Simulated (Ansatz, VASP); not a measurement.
# Si in VASP and in Ansatz

INCAR

```
SYSTEM = Si
PREC     = Accurate       ! precision mode
ENCUT    = 520            ! plane-wave cutoff, eV
EDIFF    = 1E-6           ! SCF threshold, eV
ISMEAR   = -1             ! smearing method
SIGMA    = 0.05           ! smearing width, eV
LREAL    = .FALSE.        ! projectors in reciprocal space
LASPH    = .TRUE.         ! aspherical terms in the spheres
NELM     = 80             ! most SCF steps
ALGO     = Normal         ! electronic algorithm
ISIF     = 2              ! what is computed and relaxed
LWAVE    = .FALSE.        ! write WAVECAR
LCHARG   = .FALSE.        ! write CHGCAR
GGA      = CA             ! functional
NBANDS   = 11             ! bands
```

Contents of KPOINTS:

```
Automatic mesh
0
G
  16 16 16
  0 0 0
```

The input POSCAR:

```
Si
1.0
   -2.2659077192      2.3841858876      1.2834439547
    2.2659077192     -2.3841858876      1.2834439547
    2.2659077192      2.3841858876     -1.2834439547
Si
2
Direct
    0.8070000000      0.5570000000      0.2500000000
    0.1930000000      0.4430000000      0.7500000000
```

Input for Ansatz:

```yaml
crystal:
  lattice:
    - [-2.2659077192, 2.3841858876, 1.2834439547]
    - [2.2659077192, -2.3841858876, 1.2834439547]
    - [2.2659077192, 2.3841858876, -1.2834439547]
  atoms:
    - { symbol: Si, position: [0.807, 0.557, 0.25] }
    - { symbol: Si, position: [0.193, 0.443, 0.75] }
kpoints:
  mp_grid: { grid: [16, 16, 16] }
  band_path:
    path:
      - [0.0, 0.0, 0.0]
      - [0.5, -0.5, 0.5]
      - [0.4758105458, -0.4758105458, 0.5241894542]
      - [-0.4758105458, 0.4758105458, 0.4758105458]
      - [0.0, 0.0, 0.0]
      - [0.3224458646, 0.3224458646, -0.3224458646]
      - [0.6775541354, -0.3224458646, 0.3224458646]
      - [0.5, -0.5, 0.5]
      - [0.0, 0.0, 0.0]
    npoints: 5
scf:
  occupations: { method: fermi_dirac, width: 0.05 }
hamiltonian:
  xc: lda
  pseudopotentials: { kind: all_electron, lapw: { basis_error: 0.0005 } }
output:
  forces: true
  stress: true
  eigenvalues: true
```

Change from the starting cell: volume scaled by 1.02.

Alike in both runs: task single point; functional LDA; k mesh 16 × 16 × 16; occupations fermi-dirac, width 0.05 eV; no spin polarisation.

|  | VASP | Ansatz |
| --- | --- | --- |
| version | VASP 6.6.1 | Ansatz 0.2.0 |
| potentials or method | VASP PAW LDA potentials, release 64 (Si), cutoff 520 eV | all-electron LAPW, scalar-relativistic |

Ansatz gave:

| Property | Result |
| --- | --- |
| pressure (GPa) | 7.7 |
| traceless stress, the component that is largest in VASP (GPa) | 1.12 |
| rms of the force components (eV/Å) | 0.019 |

Estimate VASP's values.

pressure (GPa): 7.8; traceless stress, the component that is largest in VASP (GPa): 1.16; rms of the force components (eV/Å): 0.019.

LDA's correlation is that of Perdew and Zunger in VASP and of Perdew and Wang (1992) in Ansatz. Atom by atom the forces differ by 0.000 eV/Å (rms over components). Ansatz ran all-electron here, and VASP with PAW potentials.
